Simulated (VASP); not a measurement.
# NiO (Fm-3m) in VASP: notebook

NiO is run at these levels: r2SCAN+D4, BLYP+D3(BJ); tasks: single point.

Program: VASP 6.6.1. These are calculated values, not measurements. Logs are shortened: lines on timing, memory, paths and dates and some standing lists are left out, and cuts for length are marked.

## Step 1: The cell of the first run

Symmetry: Fm-3m, No. 225, cubic system. The conventional cell has a = 4.087 Å, b = 4.087 Å, c = 4.087 Å, α = 90.00°, β = 90.00°, γ = 90.00°. Ni (site symmetry m-3m) has 6 O at 2.04 Å within 2.7 Å. Within 2.7 Å of O (site symmetry m-3m) lie 6 Ni at 2.04 Å.

## Step 2: Single point, r2SCAN+D4, collinear spin, ferromagnetic start

Input file POSCAR:

```
NiO
1.0
    0.0000000000      2.0433202721      2.0433202721
    2.0433202721      0.0000000000      2.0433202721
    2.0433202721      2.0433202721      0.0000000000
Ni O
1 1
Direct
    0.0000000000      0.0000000000      0.0000000000
    0.5000000000      0.5000000000      0.5000000000
```

Input file INCAR.step1:

```
SYSTEM = NiO
  PREC = Accurate
  ENCUT = 520
  ISMEAR = -1
  SIGMA = 0.05
  LREAL = .False.
  LASPH = .True.
  NELM = 150
  ISPIN = 2
  MAGMOM = 1 0
  LMAXMIX = 4
  NBANDS = 19
  GGA = PE
  ALGO = Normal
  EDIFF = 1E-4
  LWAVE = .True.
  LCHARG = .False.
```

Input file INCAR.step2:

```
SYSTEM = NiO
  PREC = Accurate
  ENCUT = 520
  EDIFF = 1E-6
  ISMEAR = -1
  SIGMA = 0.05
  LREAL = .False.
  LASPH = .True.
  NELM = 150
  ALGO = Normal
  ISIF = 2
  LWAVE = .False.
  LCHARG = .False.
  ISPIN = 2
  MAGMOM = 1 0
  LORBIT = 11
  LMAXMIX = 4
  METAGGA = R2SCAN
  LMIXTAU = .True.
  IVDW = 13
  VDW_S6 = 1.0
  VDW_S8 = 0.6018749
  VDW_A1 = 0.51559235
  VDW_A2 = 5.77342911
  NBANDS = 19
  ISTART = 1
```

Input file KPOINTS:

```
Automatic mesh
0
Gamma
  11 11 11
  0 0 0
```

Potentials or basis: VASP PAW PBE potentials, release 64 (Ni, O).

Run with:

```bash
$ cat potpaw_PBE.64/Ni/POTCAR potpaw_PBE.64/O/POTCAR > POTCAR
$ cp INCAR.step1 INCAR
$ mpirun -np 1 vasp_std > vasp.out
$ cp INCAR.step2 INCAR
$ mpirun -np 1 vasp_std > vasp.out
```

OUTCAR:

```text
SYSTEM = NiO
   PREC = Accurate
   ENCUT = 520
   EDIFF = 1E-6
   ISMEAR = -1
   LREAL = .False.
   LASPH = .True.
   NELM = 150
   ISIF = 2
   ISPIN = 2
   LORBIT = 11
   METAGGA = R2SCAN
   IVDW = 13
   ISTART = 1

 ion  position               nearest neighbor table
   1  0.000  0.000  0.000-   2 2.04   2 2.04   2 2.04   2 2.04   2 2.04   2 2.04
   2  0.500  0.500  0.500-   1 2.04   1 2.04   1 2.04   1 2.04   1 2.04   1 2.04

  LATTYP: Found a face centered cubic cell.
 ALAT       =     4.0866405442

  Lattice vectors:

 A1 = (   0.0000000000,   2.0433202721,   2.0433202721)
 A2 = (   2.0433202721,   0.0000000000,   2.0433202721)
 A3 = (   2.0433202721,   2.0433202721,   0.0000000000)

Analysis of symmetry for initial positions (statically):
=====================================================================
 Subroutine PRICEL returns:
 Original cell was already a primitive cell.

 Routine SETGRP: Setting up the symmetry group for a
 face centered cubic supercell.

 Subroutine GETGRP returns: Found 48 space group operations
 (whereof 48 operations were pure point group operations)
 out of a pool of 48 trial point group operations.

The static configuration has the point symmetry O_h .

Analysis of symmetry for dynamics (positions and initial velocities):
=====================================================================
 Subroutine PRICEL returns:
 Original cell was already a primitive cell.

 Routine SETGRP: Setting up the symmetry group for a
 face centered cubic supercell.

 Subroutine GETGRP returns: Found 48 space group operations
 (whereof 48 operations were pure point group operations)
 out of a pool of 48 trial point group operations.

The dynamic configuration has the point symmetry O_h .

Analysis of structural, dynamic, and magnetic symmetry:
=====================================================================
 Subroutine PRICEL returns:
 Original cell was already a primitive cell.

 Routine SETGRP: Setting up the symmetry group for a
 face centered cubic supercell.

 Subroutine GETGRP returns: Found 48 space group operations
 (whereof 48 operations were pure point group operations)
 out of a pool of 48 trial point group operations.

The overall configuration has the point symmetry O_h .

 Subroutine INISYM returns: Found 48 space group operations
 (whereof 48 operations are pure point group operations),
 and found     1 'primitive' translations

----------------------------------------------------------------------------------------

                                     Primitive cell

  volume of cell :      17.0624
[... 112 lines left out ...]
  Thomas-Fermi vector in A             =   2.699219
   LORBIT       =     11    0 simple, 1 ext, 2 COOP (PROOUT), +10 PAW based schemes
   METAGGA = R2SCAN    functional components
   LHFCALC =     F    Hartree Fock is set to
   AEXX    =    0.0000 exact exchange contribution
   IVDW    =    13    specifies the selected vdW correction
   LEPSILON=     F    determine dielectric tensor
   LRPA    =     F    only Hartree local field effects (RPA)
 spin polarized calculation
  energy-cutoff  :      520.00
  volume of cell :       17.06
 maximum number of plane-waves:       477
 NGX is ok and might be reduce to    24
   NGX = 11   NGY = 11   NGZ = 11

 number of electron      15.9999994 magnetization       1.9995648

 Free energy of the ion-electron system (eV)
  ---------------------------------------------------
  ext. energy  EPLUGINS =         0.00000000
  ---------------------------------------------------
  free energy    TOTEN  =       -20.03653653 eV

  energy without entropy =      -20.03649452  energy(sigma->0) =      -20.03651552

 E-fermi :   8.9043     XC(G=0): -13.8329

 val. band max:        8.6030642990   @ k =   0.4545   0.0000   0.0000
 cond. band min:       9.1088624872   @ k =   0.0000   0.0000   0.0000
 fundamental gap:      0.5057981882
 Fermi energy:         8.9043296110

 spin component 1

 k-point     1 :       0.0000    0.0000    0.0000
  band No.  band energies     occupation
      1     -13.2424      1.00000
      2       4.4357      1.00000
      3       4.4359      1.00000
      4       5.2721      1.00000
      5       5.2722      1.00000
      6       5.2722      1.00000
[... 517 lines left out ...]
     18      41.6575      0.00000
     19      42.8913      0.00000

 [... further k-points ...]

 spin component 2

 k-point     1 :       0.0000    0.0000    0.0000
  band No.  band energies     occupation
      1     -12.7027      1.00000
      2       6.1324      1.00000
      3       6.1324      1.00000
      4       6.1324      1.00000
      5       6.1510      1.00000
      6       6.1513      1.00000
[... 517 lines left out ...]
     18      42.4265      0.00000
     19      43.3780      0.00000

 [... further k-points ...]

------------------------ aborting loop because EDIFF is reached ----------------------------------------

  DFT-D4 for vdW energy calculation

  Edisp (eV):   -0.24486

  FORCE on cell =-STRESS in cart. coord.  units (eV):
  Direction    XX          YY          ZZ          XY          YZ          ZX
  --------------------------------------------------------------------------------------
  -------------------------------------------------------------------------------------
  Total       1.86695     1.86695     1.86695    -0.00000    -0.00000    -0.00000
  in kB     175.30871   175.30871   175.30871    -0.00000    -0.00000    -0.00000
  external pressure =      175.31 kB  Pullay stress =        0.00 kB

 VOLUME and BASIS-vectors are now :
 -----------------------------------------------------------------------------
  energy-cutoff  :      520.00
  volume of cell :       17.06
      direct lattice vectors                 reciprocal lattice vectors
     0.000000000  2.043320272  2.043320272    -0.244699770  0.244699770  0.244699770
     2.043320272  0.000000000  2.043320272     0.244699770 -0.244699770  0.244699770
     2.043320272  2.043320272  0.000000000     0.244699770  0.244699770 -0.244699770

 POSITION                                       TOTAL-FORCE (eV/Angst)
 -----------------------------------------------------------------------------------
      0.00000      0.00000      0.00000        -0.000000      0.000000     -0.000000
      2.04332      2.04332      2.04332         0.000000      0.000000      0.000000
 -----------------------------------------------------------------------------------
    total drift:                                0.000000     -0.000000     -0.000000

  FREE ENERGIE OF THE ION-ELECTRON SYSTEM (eV)
  ---------------------------------------------------
  free  energy   TOTEN  =       -20.2813992444 eV

  energy  without entropy=      -20.2813572383  energy(sigma->0) =      -20.28137824

 total charge

# of ion       s       p       d       tot
------------------------------------------
    1        0.360   0.476   8.224   9.060
    2        1.556   3.536   0.000   5.091
--------------------------------------------------
tot          1.916   4.011   8.224  14.151

 magnetization (x)

# of ion       s       p       d       tot
------------------------------------------
    1        0.012   0.014   1.660   1.685
    2        0.031   0.253   0.000   0.284
--------------------------------------------------
tot          0.043   0.267   1.660   1.969
```

OUTCAR.step1:

```text
SYSTEM = NiO
   PREC = Accurate
   ENCUT = 520
   ISMEAR = -1
   LREAL = .False.
   LASPH = .True.
[... 1298 lines left out ...]
      0.00000      0.00000      0.00000        -0.000000     -0.000000     -0.000000
      2.04332      2.04332      2.04332         0.000000      0.000000      0.000000
 -----------------------------------------------------------------------------------
    total drift:                                0.000000     -0.000000     -0.000000

  FREE ENERGIE OF THE ION-ELECTRON SYSTEM (eV)
  ---------------------------------------------------
  free  energy   TOTEN  =       -11.3958191270 eV

  energy  without entropy=      -11.3835106253  energy(sigma->0) =      -11.38966488
```

Run time: 48 s. Hardware: 1 thread of Intel Xeon 6975P-C (Granite Rapids), shared host; peak memory 0.17 GiB.

What came out:

* Free energy: -20.2814 eV
* Pressure: 17.5 GPa
* Band gap on the k mesh: 0.51 eV, indirect (least direct gap 1.61 eV)
* Net moment: 2.00 μB per cell
* Site moments: Ni +1.69; O +0.28 μB
* Valence electrons inside the program's atomic spheres: Ni 9.06; O 5.09
* Dispersion energy per atom: -0.122 eV

Caveat: the PAW data sets were made with another functional, which shifts forces and pressure a little; a cell with one magnetic atom can't hold antiferromagnetic order, which such compounds often take. r2SCAN opens gaps a little over a GGA but as a rule still falls short of measured ones.

## Step 3: Single point, r2SCAN+D4, collinear spin, ferromagnetic start

This run uses another cell than the first one, of 8.71 Å³/atom, 1.021 times its volume.

Input file POSCAR:

```
NiO
1.0
    0.0000000000      2.0577103256      2.0577103256
    2.0577103256      0.0000000000      2.0577103256
    2.0577103256      2.0577103256      0.0000000000
Ni O
1 1
Direct
    0.0000000000      0.0000000000      0.0000000000
    0.5000000000      0.5000000000      0.5000000000
```

Input file INCAR.step1:

```
SYSTEM = NiO
  ALGO = Normal
  EDIFF = 1E-4
  ENCUT = 520
  GGA = PE
  ISMEAR = -1
  ISPIN = 2
  LASPH = .True.
  LCHARG = .False.
  LMAXMIX = 4
  LREAL = .False.
  LWAVE = .True.
  MAGMOM = 1 0
  NBANDS = 19
  NELM = 150
  PREC = Accurate
  SIGMA = 0.05
```

Input file INCAR.step2:

```
SYSTEM = NiO
  ALGO = Normal
  EDIFF = 1E-7
  ENCUT = 520
  ISIF = 2
  ISMEAR = -1
  ISPIN = 2
  ISTART = 1
  IVDW = 13
  LASPH = .True.
  LCHARG = .True.
  LELF = .True.
  LMAXMIX = 4
  LMIXTAU = .True.
  LORBIT = 11
  LREAL = .False.
  LVHAR = .True.
  LWAVE = .False.
  MAGMOM = 1 0
  METAGGA = R2SCAN
  NBANDS = 19
  NELM = 150
  PREC = Accurate
  SIGMA = 0.05
  VDW_A1 = 0.51559235
  VDW_A2 = 5.77342911
  VDW_S6 = 1.0
  VDW_S8 = 0.6018749
```

Input file KPOINTS:

```
k-points
0
Gamma
  11 11 11
  0 0 0
```

Potentials or basis: VASP PAW PBE potentials, release 64 (Ni, O).

Run with:

```bash
$ cat potpaw_PBE.64/Ni/POTCAR potpaw_PBE.64/O/POTCAR > POTCAR
$ cp INCAR.step1 INCAR
$ mpirun -np 1 vasp_std > vasp.out
$ cp INCAR.step2 INCAR
$ mpirun -np 1 vasp_std > vasp.out
```

OUTCAR:

```text
SYSTEM = NiO
   EDIFF = 1E-7
   ENCUT = 520
   ISIF = 2
   ISMEAR = -1
   ISPIN = 2
   ISTART = 1
   IVDW = 13
   LASPH = .True.
   LORBIT = 11
   LREAL = .False.
   METAGGA = R2SCAN
   NELM = 150
   PREC = Accurate

 ion  position               nearest neighbor table
   1  0.000  0.000  0.000-   2 2.06   2 2.06   2 2.06   2 2.06   2 2.06   2 2.06
   2  0.500  0.500  0.500-   1 2.06   1 2.06   1 2.06   1 2.06   1 2.06   1 2.06

  LATTYP: Found a face centered cubic cell.
 ALAT       =     4.1154206512

  Lattice vectors:

 A1 = (   0.0000000000,   2.0577103256,   2.0577103256)
 A2 = (   2.0577103256,   0.0000000000,   2.0577103256)
 A3 = (   2.0577103256,   2.0577103256,   0.0000000000)

Analysis of symmetry for initial positions (statically):
=====================================================================
 Subroutine PRICEL returns:
 Original cell was already a primitive cell.

 Routine SETGRP: Setting up the symmetry group for a
 face centered cubic supercell.

 Subroutine GETGRP returns: Found 48 space group operations
 (whereof 48 operations were pure point group operations)
 out of a pool of 48 trial point group operations.

The static configuration has the point symmetry O_h .

Analysis of symmetry for dynamics (positions and initial velocities):
=====================================================================
 Subroutine PRICEL returns:
 Original cell was already a primitive cell.

 Routine SETGRP: Setting up the symmetry group for a
 face centered cubic supercell.

 Subroutine GETGRP returns: Found 48 space group operations
 (whereof 48 operations were pure point group operations)
 out of a pool of 48 trial point group operations.

The dynamic configuration has the point symmetry O_h .

Analysis of structural, dynamic, and magnetic symmetry:
=====================================================================
 Subroutine PRICEL returns:
 Original cell was already a primitive cell.

 Routine SETGRP: Setting up the symmetry group for a
 face centered cubic supercell.

 Subroutine GETGRP returns: Found 48 space group operations
 (whereof 48 operations were pure point group operations)
[... 147 lines left out ...]

  energy without entropy =      -20.07301170  energy(sigma->0) =      -20.07302219

 E-fermi :   8.5770     XC(G=0): -13.6950

 val. band max:        8.2343851720   @ k =   0.4545   0.0000   0.0000
 cond. band min:       8.8236361492   @ k =   0.0000   0.0000   0.0000
 fundamental gap:      0.5892509772
 Fermi energy:         8.5769992918

 spin component 1

 k-point     1 :       0.0000    0.0000    0.0000
  band No.  band energies     occupation
      1     -13.3512      1.00000
      2       4.1389      1.00000
      3       4.1391      1.00000
      4       4.9928      1.00000
      5       4.9929      1.00000
      6       4.9930      1.00000
[... 517 lines left out ...]
     18      40.9732      0.00000
     19      42.1748      0.00000

 [... further k-points ...]

 spin component 2

 k-point     1 :       0.0000    0.0000    0.0000
  band No.  band energies     occupation
      1     -12.8138      1.00000
      2       5.8733      1.00000
      3       5.8736      1.00000
      4       5.8737      1.00000
      5       5.8935      1.00000
      6       5.8935      1.00000
[... 517 lines left out ...]
     18      41.7291      0.00000
     19      42.6504      0.00000

 [... further k-points ...]

------------------------ aborting loop because EDIFF is reached ----------------------------------------

  DFT-D4 for vdW energy calculation

  Edisp (eV):   -0.24164

  FORCE on cell =-STRESS in cart. coord.  units (eV):
  Direction    XX          YY          ZZ          XY          YZ          ZX
  --------------------------------------------------------------------------------------
  -------------------------------------------------------------------------------------
  Total       1.23990     1.23990     1.23990     0.00000     0.00000     0.00000
  in kB     114.00237   114.00237   114.00237     0.00000     0.00000     0.00000
  external pressure =      114.00 kB  Pullay stress =        0.00 kB

 VOLUME and BASIS-vectors are now :
 -----------------------------------------------------------------------------
  energy-cutoff  :      520.00
  volume of cell :       17.43
      direct lattice vectors                 reciprocal lattice vectors
     0.000000000  2.057710326  2.057710326    -0.242988527  0.242988527  0.242988527
     2.057710326  0.000000000  2.057710326     0.242988527 -0.242988527  0.242988527
     2.057710326  2.057710326  0.000000000     0.242988527  0.242988527 -0.242988527

 POSITION                                       TOTAL-FORCE (eV/Angst)
 -----------------------------------------------------------------------------------
      0.00000      0.00000      0.00000        -0.000000      0.000000      0.000000
      2.05771      2.05771      2.05771         0.000000      0.000000      0.000000
 -----------------------------------------------------------------------------------
    total drift:                                0.000000     -0.000000     -0.000000

  FREE ENERGIE OF THE ION-ELECTRON SYSTEM (eV)
  ---------------------------------------------------
  free  energy   TOTEN  =       -20.3146695294 eV

  energy  without entropy=      -20.3146485464  energy(sigma->0) =      -20.31465904

 total charge

# of ion       s       p       d       tot
------------------------------------------
    1        0.352   0.457   8.206   9.016
    2        1.555   3.522   0.000   5.078
--------------------------------------------------
tot          1.908   3.979   8.206  14.093

 magnetization (x)

# of ion       s       p       d       tot
------------------------------------------
    1        0.012   0.013   1.663   1.688
    2        0.030   0.251   0.000   0.281
--------------------------------------------------
tot          0.042   0.264   1.663   1.969
```

OUTCAR.step1:

```text
SYSTEM = NiO
   EDIFF = 1E-4
   ENCUT = 520
   GGA = PE
   ISMEAR = -1
   ISPIN = 2
   LASPH = .True.
   LREAL = .False.
[... 1296 lines left out ...]
      0.00000      0.00000      0.00000         0.000000      0.000000      0.000000
      2.05771      2.05771      2.05771         0.000000      0.000000      0.000000
 -----------------------------------------------------------------------------------
    total drift:                                0.000000     -0.000000     -0.000000

  FREE ENERGIE OF THE ION-ELECTRON SYSTEM (eV)
  ---------------------------------------------------
  free  energy   TOTEN  =       -11.4319361568 eV

  energy  without entropy=      -11.4200492639  energy(sigma->0) =      -11.42599271
```

OSZICAR.step1:

```text
N       E                     dE             d eps       ncg     rms          rms(c)
DAV:   1     0.847858898939E+02    0.84786E+02   -0.69673E+03  4539   0.106E+03
DAV:   2    -0.842332905645E+01   -0.93209E+02   -0.81715E+02  4418   0.238E+02
DAV:   3    -0.135325319425E+02   -0.51092E+01   -0.48363E+01  4802   0.562E+01
DAV:   4    -0.135771161602E+02   -0.44584E-01   -0.44536E-01  4767   0.513E+00
DAV:   5    -0.135777462387E+02   -0.63008E-03   -0.63002E-03  4845   0.605E-01    0.146E+01
DAV:   6    -0.125873899761E+02    0.99036E+00   -0.93438E+00  5615   0.561E+01    0.157E+01
DAV:   7    -0.114591129023E+02    0.11283E+01   -0.37903E+00  5437   0.445E+01    0.614E+00
DAV:   8    -0.114199623586E+02    0.39151E-01   -0.19185E-01  5641   0.763E+00    0.323E+00
DAV:   9    -0.114288601909E+02   -0.88978E-02   -0.25273E-02  5592   0.214E+00    0.951E-01
DAV:  10    -0.114312832355E+02   -0.24230E-02   -0.39065E-03  5706   0.721E-01    0.433E-01
DAV:  11    -0.114319025678E+02   -0.61933E-03   -0.21559E-03  5527   0.110E+00    0.133E-01
DAV:  12    -0.114320211942E+02   -0.11863E-03   -0.79188E-04  5775   0.382E-01    0.137E-01
DAV:  13    -0.114319361568E+02    0.85037E-04   -0.22467E-04  3773   0.398E-01
   1 F= -.11431936E+02 E0= -.11425993E+02  d E =-.118869E-01  mag=     1.5251
```

Wall time 57 s (1 thread of Intel Xeon 6975P-C (Granite Rapids), shared host); peak memory 0.17 GiB.

Results:

- Free energy: -20.3147 eV
- Pressure: 11.4 GPa
- Band gap on the k mesh: 0.59 eV, indirect (least direct gap 1.64 eV)
- Net moment: 2.00 μB per cell
- Site moments: Ni +1.69; O +0.28 μB
- Valence electrons inside the program's atomic spheres: Ni 9.02; O 5.08
- Dispersion energy per atom: -0.121 eV

Caveat: the PAW data sets were made with another functional, which shifts forces and pressure a little; a cell with one magnetic atom can't hold antiferromagnetic order, which such compounds often take.

(Part 1 of 2 ends here.)
